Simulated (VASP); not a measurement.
# CdSe (P6_3mc) in VASP: settings compared, part 2 of 2

VASP 6.6.1. Earlier steps stand in the parts before.

### 5 Single point, PBE (strain +4.0%)

Input file INCAR:

```
SYSTEM = CdSe
PREC = Accurate
ENCUT = 520
EDIFF = 1E-7
ISMEAR = -1
SIGMA = 0.02
LREAL = .FALSE.
LASPH = .TRUE.
NELM = 60
ALGO = Normal
ISIF = 2
LWAVE = .FALSE.
LCHARG = .FALSE.
GGA = PE
NBANDS = 26
```

Input file KPOINTS:

```
regular mesh
0
G
  12 12 4
  0 0 0
```

Input file POSCAR:

```
CdSe
1.0
    4.5143526085      0.0000000000      0.0000000000
   -2.2571763042      3.9095440406      0.0000000000
    0.0000000000      0.0000000000      7.3597118248
Cd Se
2 2
Direct
    0.3333333333      0.6666666667     -0.0006513767
    0.6666666667      0.3333333333      0.4993486233
    0.3333333333      0.6666666667      0.3756513767
    0.6666666667      0.3333333333      0.8756513767
```

Potentials or basis: VASP PAW PBE potentials, release 64 (Cd, Se).

The run is started by

```bash
$ cat potpaw_PBE.64/Cd/POTCAR potpaw_PBE.64/Se/POTCAR > POTCAR
$ mpirun -np 1 vasp_std > vasp.out
```

OUTCAR:

```text
SYSTEM = CdSe
   PREC = Accurate
   ENCUT = 520
   EDIFF = 1E-7
   ISMEAR = -1
   LREAL = .FALSE.
   LASPH = .TRUE.
   NELM = 60
   ISIF = 2
   GGA = PE

 ion  position               nearest neighbor table
   1  0.333  0.667  0.999-   4 2.76   4 2.76   4 2.76   3 2.77
   2  0.667  0.333  0.499-   3 2.76   3 2.76   3 2.76   4 2.77
   3  0.333  0.667  0.376-   2 2.76   2 2.76   2 2.76   1 2.77
   4  0.667  0.333  0.876-   1 2.76   1 2.76   1 2.76   2 2.77

  LATTYP: Found a hexagonal cell.
 ALAT       =     4.5143526085
 C/A-ratio  =     1.6302917523

[... 887 lines left out ...]
     26       8.0730      0.00000

 [... further k-points ...]
[... 5 lines left out ...]
  --------------------------------------------------------------------------------------
  -------------------------------------------------------------------------------------
  Total       -2.4421355     -2.4421355     -2.4224499     -0.0000000     -0.0000000      0.0000000
  in kB      -30.1229811    -30.1229811    -29.8801650     -0.0000000     -0.0000000      0.0000000
  external PRESSURE =     -30.0420424 kB  Pullay stress =       0.0000000 kB

 VOLUME and BASIS-vectors are now :
 -----------------------------------------------------------------------------
  energy-cutoff  :      520.00
  volume of cell :      129.89
      direct lattice vectors                 reciprocal lattice vectors
     4.514352609  0.000000000  0.000000000     0.221515705  0.127892152  0.000000000
    -2.257176304  3.909544041  0.000000000     0.000000000  0.255784304  0.000000000
     0.000000000  0.000000000  7.359711825     0.000000000  0.000000000  0.135874885

 POSITION                                       TOTAL-FORCE (eV/Angst)
 -----------------------------------------------------------------------------------
     -0.00000      2.60636      7.35492         0.000000      0.000000      0.002564
      2.25718      1.30318      3.67506        -0.000000     -0.000000      0.002564
     -0.00000      2.60636      2.76469         0.000000     -0.000000     -0.002564
      2.25718      1.30318      6.44454        -0.000000      0.000000     -0.002564
 -----------------------------------------------------------------------------------
    total drift:                               -0.000000      0.000000      0.000491

  FREE ENERGIE OF THE ION-ELECTRON SYSTEM (eV)
  ---------------------------------------------------
  free  energy   TOTEN  =       -10.8924386886 eV

  energy  without entropy=      -10.8924383042  energy(sigma->0) =      -10.89243850
```

OSZICAR:

```text
N       E                     dE             d eps       ncg     rms          rms(c)
DAV:   1     0.232813438265E+03    0.23281E+03   -0.16626E+04  2964   0.122E+03
DAV:   2     0.124612375310E+01   -0.23157E+03   -0.22439E+03  3312   0.299E+02
DAV:   3    -0.115950145616E+02   -0.12841E+02   -0.12771E+02  3458   0.693E+01
DAV:   4    -0.117062601339E+02   -0.11125E+00   -0.11115E+00  3320   0.629E+00
DAV:   5    -0.117069696412E+02   -0.70951E-03   -0.70948E-03  3390   0.480E-01    0.659E+00
DAV:   6    -0.109198776114E+02    0.78709E+00   -0.13655E+00  3096   0.100E+01    0.546E+00
DAV:   7    -0.108910670660E+02    0.28811E-01   -0.39941E-01  3102   0.315E+00    0.249E+00
DAV:   8    -0.108919828284E+02   -0.91576E-03   -0.28476E-02  3086   0.160E+00    0.335E-01
DAV:   9    -0.108920738461E+02   -0.91018E-04   -0.49543E-03  3308   0.686E-01    0.824E-02
DAV:  10    -0.108923678421E+02   -0.29400E-03   -0.68505E-04  3046   0.239E-01    0.678E-02
DAV:  11    -0.108924478760E+02   -0.80034E-04   -0.16998E-04  3110   0.687E-02    0.179E-02
DAV:  12    -0.108924367108E+02    0.11165E-04   -0.23432E-05  3248   0.359E-02    0.527E-03
DAV:  13    -0.108924382683E+02   -0.15575E-05   -0.73085E-06  3064   0.121E-02    0.557E-03
DAV:  14    -0.108924384718E+02   -0.20349E-06   -0.16003E-07  2774   0.383E-03    0.241E-03
DAV:  15    -0.108924386579E+02   -0.18608E-06   -0.60063E-08  2180   0.169E-03    0.592E-04
DAV:  16    -0.108924386886E+02   -0.30738E-07   -0.10465E-08  1532   0.518E-04
   1 F= -.10892439E+02 E0= -.10892438E+02  d E =-.384454E-06
```

It took 94 s on 1 thread of AMD EPYC 9R45 (Zen 5), shared host; peak memory 0.32 GiB.

What came out:

```yaml
Free_energy: -10.8924 eV
Pressure: -3.0 GPa
Band_gap_on_the_k_mesh: 0.35 eV
```

Forces in eV/Å, atoms in the order of the input:
```
Cd   0.000  0.000  0.003
Cd   0.000  0.000  0.003
Se   0.000  0.000 -0.003
Se   0.000  0.000 -0.003
```

Levels at points of the mesh, in eV from the valence-band top:
| k point | band 16 | band 17 | band 18 | band 19 | band 20 | band 21 |
| --- | --- | --- | --- | --- | --- | --- |
| (0.00, 0.00, 0.00) | -0.03 | 0.00 | 0.00 | 0.35 | 2.02 | 5.82 |
| (0.50, 0.00, 0.00) | -1.42 | -1.00 | -0.58 | 2.89 | 3.27 | 4.80 |
| (0.00, 0.00, 0.50) | -0.30 | -0.30 | -0.30 | 2.07 | 2.07 | 5.62 |
| (0.50, 0.00, 0.50) | -1.05 | -1.03 | -1.03 | 2.81 | 2.81 | 4.79 |

Caveat: the cell differs from its parent crystal (strain +4.0%); the cell stands under tension; semilocal functionals underestimate gaps, and a narrow one can read as zero.

### 6 Single point, r2SCAN (strain -1.0%)

Input file POSCAR:

```
CdSe
1.0
    4.2973164254      0.0000000000      0.0000000000
   -2.1486582127      3.7215851925      0.0000000000
    0.0000000000      0.0000000000      7.0058795255
Cd Se
2 2
Direct
    0.3333333333      0.6666666667     -0.0004760036
    0.6666666667      0.3333333333      0.4995239964
    0.3333333333      0.6666666667      0.3754760036
    0.6666666667      0.3333333333      0.8754760036
```

Input file INCAR.step1:

```
PREC = Accurate
ENCUT = 520
ISMEAR = 0
SIGMA = 0.01
LREAL = False
LASPH = True
NELM = 80
NBANDS = 26
GGA = PE
ALGO = Normal
EDIFF = 1E-4
LWAVE = True
LCHARG = False
```

Input file INCAR.step2:

```
PREC = Accurate
ENCUT = 520
EDIFF = 1E-7
ISMEAR = 0
SIGMA = 0.01
LREAL = False
LASPH = True
NELM = 80
ALGO = Normal
ISIF = 2
LWAVE = False
LCHARG = True
METAGGA = R2SCAN
LMIXTAU = True
LELF = True
LVHAR = True
NBANDS = 26
ISTART = 1
```

Input file KPOINTS:

```
regular mesh
0
Gamma
  12 12 4
```

Potentials or basis: VASP PAW PBE potentials, release 64 (Cd, Se).

The run is started by

```bash
$ cat potpaw_PBE.64/Cd/POTCAR potpaw_PBE.64/Se/POTCAR > POTCAR
$ cp INCAR.step1 INCAR
$ mpirun -np 1 vasp_std > vasp.out
$ cp INCAR.step2 INCAR
$ mpirun -np 1 vasp_std > vasp.out
```

OUTCAR:

```text
PREC = Accurate
   ENCUT = 520
   EDIFF = 1E-7
   ISMEAR = 0
   LREAL = False
   LASPH = True
   NELM = 80
   ISIF = 2
   METAGGA = R2SCAN
   ISTART = 1

 ion  position               nearest neighbor table
   1  0.333  0.667  1.000-   4 2.63   4 2.63   4 2.63   3 2.63
   2  0.667  0.333  0.500-   3 2.63   3 2.63   3 2.63   4 2.63
   3  0.333  0.667  0.375-   2 2.63   2 2.63   2 2.63   1 2.63
   4  0.667  0.333  0.875-   1 2.63   1 2.63   1 2.63   2 2.63

  LATTYP: Found a hexagonal cell.
 ALAT       =     4.2973164254
 C/A-ratio  =     1.6302917523

  Lattice vectors:

 A1 = (   4.2973164254,   0.0000000000,   0.0000000000)
 A2 = (  -2.1486582127,   3.7215851925,   0.0000000000)
 A3 = (   0.0000000000,   0.0000000000,   7.0058795255)

Analysis of symmetry for initial positions (statically):
=====================================================================
 Subroutine PRICEL returns:
 Original cell was already a primitive cell.

 Routine SETGRP: Setting up the symmetry group for a
 hexagonal supercell.

 Subroutine GETGRP returns: Found 12 space group operations
 (whereof  6 operations were pure point group operations)
 out of a pool of 24 trial point group operations.

The static configuration has the point symmetry C_3v.
 The point group associated with its full space group is C_6v.

Analysis of symmetry for dynamics (positions and initial velocities):
=====================================================================
 Subroutine PRICEL returns:
 Original cell was already a primitive cell.

 Routine SETGRP: Setting up the symmetry group for a
 hexagonal supercell.

 Subroutine GETGRP returns: Found 12 space group operations
 (whereof  6 operations were pure point group operations)
 out of a pool of 24 trial point group operations.
[... 115 lines left out ...]
   TEBEG  =    0.0;   TEEND  =   0.0 temperature during run
   PSTRESS=    0.0 pullay stress
   NELECT =      36.0000    total number of electrons
   NUPDOWN=      -1.0000    fix difference up-down
   EMIN   =  10.00;   EMAX   =-10.00  energy-range for DOS
   EFERMI =   0.00;   METHOD = LEGACY
   ISMEAR =     0;   SIGMA  =   0.01  broadening in eV -4-tet -1-fermi 0-gaus
   EFERMI_NEDOS =   21; number of points for ismear=-14 and -15
   IALGO  =     38    algorithm
   IMIX   =      4    mixing-type and parameters
     AMIX     =   0.40;   BMIX     =  1.00
     AMIX_MAG =   1.60;   BMIX_MAG =  1.00
  volume/ion in A,a.u.               =      28.01       189.03
  Fermi-wavevector in a.u.,A,eV,Ry     =   1.121277  2.118907 17.106097  1.257263
  Thomas-Fermi vector in A             =   2.257930
   LORBIT       =      0    0 simple, 1 ext, 2 COOP (PROOUT), +10 PAW based schemes
   METAGGA = R2SCAN    functional components
   LHFCALC =     F    Hartree Fock is set to
   AEXX    =    0.0000 exact exchange contribution
   IVDW    =     0    specifies the selected vdW correction
   LEPSILON=     F    determine dielectric tensor
   LRPA    =     F    only Hartree local field effects (RPA)
 non-spin polarized calculation
 Gauss-broadening in eV      SIGMA  =   0.01
  energy-cutoff  :      520.00
  volume of cell :      112.04
 maximum number of plane-waves:      3042
 NGX is ok and might be reduce to    32
   NGX = 15   NGY = 15   NGZ = 27

 number of electron      35.9999997 magnetization

 Free energy of the ion-electron system (eV)
  ---------------------------------------------------
  ext. energy  EPLUGINS =         0.00000000
  ---------------------------------------------------
  free energy    TOTEN  =       -71.80996390 eV

  energy without entropy =      -71.80996390  energy(sigma->0) =      -71.80996390

 E-fermi :   0.7196     XC(G=0):  -9.4411

 val. band max:        0.6792142823   @ k =   0.0000   0.0000   0.0000
 cond. band min:       1.8465138174   @ k =   0.0000   0.0000   0.0000
 fundamental gap:      1.1672995351
 Fermi energy:         0.7196289170

 k-point     1 :       0.0000    0.0000    0.0000
  band No.  band energies     occupation
      1     -12.3714      2.00000
      2     -11.9821      2.00000
      3      -7.4910      2.00000
      4      -7.4849      2.00000
      5      -7.4849      2.00000
      6      -7.4102      2.00000
[... 685 lines left out ...]
     25       8.7291      0.00000
     26       9.8897      0.00000

 [... further k-points ...]
[... 5 lines left out ...]
  --------------------------------------------------------------------------------------
  -------------------------------------------------------------------------------------
  Total        1.3422711      1.3422711      1.3730421      0.0000000      0.0000000      0.0000000
  in kB       19.1938835     19.1938835     19.6338959      0.0000000      0.0000000      0.0000000
  external PRESSURE =      19.3405543 kB  Pullay stress =       0.0000000 kB

 VOLUME and BASIS-vectors are now :
 -----------------------------------------------------------------------------
  energy-cutoff  :      520.00
  volume of cell :      112.04
      direct lattice vectors                 reciprocal lattice vectors
     4.297316425  0.000000000  0.000000000     0.232703367  0.134351351  0.000000000
    -2.148658213  3.721585193  0.000000000     0.000000000  0.268702703  0.000000000
     0.000000000  0.000000000  7.005879526     0.000000000  0.000000000  0.142737253

 POSITION                                       TOTAL-FORCE (eV/Angst)
 -----------------------------------------------------------------------------------
     -0.00000      2.48106      7.00254        -0.000000     -0.000000      0.002407
      2.14866      1.24053      3.49960         0.000000      0.000000      0.002407
     -0.00000      2.48106      2.63054        -0.000000     -0.000000     -0.002407
      2.14866      1.24053      6.13348        -0.000000     -0.000000     -0.002407
 -----------------------------------------------------------------------------------
    total drift:                               -0.000000     -0.000000     -0.003073

  FREE ENERGIE OF THE ION-ELECTRON SYSTEM (eV)
  ---------------------------------------------------
  free  energy   TOTEN  =       -71.8099638959 eV

  energy  without entropy=      -71.8099638959  energy(sigma->0) =      -71.80996390
```

Run time: 6 min. Hardware: 1 thread of AMD EPYC 9R45 (Zen 5), shared host; peak memory 0.3 GiB.

Results:

```
Free energy            : -71.8100 eV
Pressure               : 1.9 GPa
Band gap on the k mesh : 1.17 eV
```

Forces in eV/Å, atoms in the order of the input:
```
Cd   0.000  0.000  0.002
Cd   0.000  0.000  0.002
Se   0.000  0.000 -0.002
Se   0.000  0.000 -0.002
```

Levels at points of the mesh, in eV from the valence-band top:
| k point | band 15 | band 16 | band 17 | band 18 | band 19 | band 20 | band 21 | band 22 |
| --- | --- | --- | --- | --- | --- | --- | --- | --- |
| (0.00, 0.00, 0.00) | -0.78 | -0.05 | 0.00 | 0.00 | 1.17 | 2.67 | 6.38 | 6.38 |
| (0.50, 0.00, 0.00) | -2.71 | -1.91 | -1.36 | -0.77 | 3.70 | 3.71 | 5.09 | 6.67 |
| (0.00, 0.00, 0.50) | -0.41 | -0.41 | -0.41 | -0.41 | 2.85 | 2.85 | 6.32 | 6.32 |
| (0.50, 0.00, 0.50) | -1.39 | -1.39 | -1.38 | -1.38 | 3.35 | 3.35 | 5.28 | 5.28 |

Caveat: the cell differs from its parent crystal (strain -1.0%); the PAW data sets were made with another functional, which shifts forces and pressure a little. A k mesh can miss the band edges.

### 7 Overview

| level | cell | smearing | gap on the mesh (eV) | pressure (GPa) |
| --- | --- | --- | --- | --- |
| PBE | a = 4.297, b = 4.297, c = 7.006 Å, angles 90.0, 90.0, 120.0°, 4 atoms, atomic positions A | fermi-dirac 0.02 eV | 0.68 | 3.4 |
| PBE | a = 4.341, b = 4.341, c = 7.077 Å, angles 90.0, 90.0, 120.0°, 4 atoms, atomic positions A | fermi-dirac 0.02 eV | 0.61 | 1.7 |
| PBE | a = 4.362, b = 4.362, c = 7.044 Å, angles 90.0, 90.0, 120.0°, 4 atoms, atomic positions B | fermi-dirac 0.02 eV | 0.61 | 1.5 |
| PBE | a = 4.514, b = 4.514, c = 7.360 Å, angles 90.0, 90.0, 120.0°, 4 atoms, atomic positions C | fermi-dirac 0.02 eV | 0.35 | -3.0 |
| r2SCAN | a = 4.297, b = 4.297, c = 7.006 Å, angles 90.0, 90.0, 120.0°, 4 atoms, atomic positions A | gaussian 0.01 eV | 1.17 | 1.9 |

Alike in all rows: task single point; potentials or basis VASP PAW PBE potentials, release 64 (Cd, Se); no spin polarisation; k mesh 12 × 12 × 4; cutoff (eV) 520.

Caveats: semilocal functionals underestimate gaps, and a narrow one can read as zero (at least some runs); the cell stands under pressure (at least some runs); the cell stands under tension (at least some runs); the PAW data sets were made with another functional, which shifts forces and pressure a little (at least some runs).

Absolute energies hang on the potentials; compare differences alone.
